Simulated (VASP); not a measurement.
Runs of VASP 6.6.1 on BN. The structure is that of space group F-43m (No. 216), or close to it. The cells are those of the table. 

| task | cell | cutoff (eV) | ions in elastic constants | gap on the mesh (eV) | pressure (GPa) |
| --- | --- | --- | --- | --- | --- |
| single point | a = 2.446 Å, angles 60.0°, 2 atoms | 600 | - | 4.49 | (b) |
| relaxation of cell and atoms | relaxed to -1 GPa from a = 2.532 Å, angles 60.0°, 2 atoms | 600 | - | (a) | -1.0 |
| relaxation of cell and atoms | relaxed from a = 2.532 Å, angles 60.0°, 2 atoms | 600 | - | 4.38 | 0.0 |
| single point | a = 2.549 Å, angles 60.0°, 2 atoms | 520 | - | 4.35 | -6.7 |
| relaxation of cell and atoms | relaxed to 50 GPa from a = 2.532 Å, angles 60.0°, 2 atoms | 600 | - | 4.49 | 50.0 |
| relaxation of cell and atoms | relaxed to 20 GPa from a = 2.532 Å, angles 60.0°, 2 atoms | 600 | - | 4.43 | 20.0 |

Alike in all rows: level LDA; potentials or basis VASP PAW LDA potentials, release 64 (B, N); no spin polarisation; k mesh 12 × 12 × 12; smearing gaussian 0.01 eV.

Q: Estimate the missing entries.

A: (a) 4.37; (b) 51.2.

Caveats: the cell is relaxed towards a set pressure, so the enthalpy falls and the energy may rise (some runs).

A k mesh can miss the band edges.
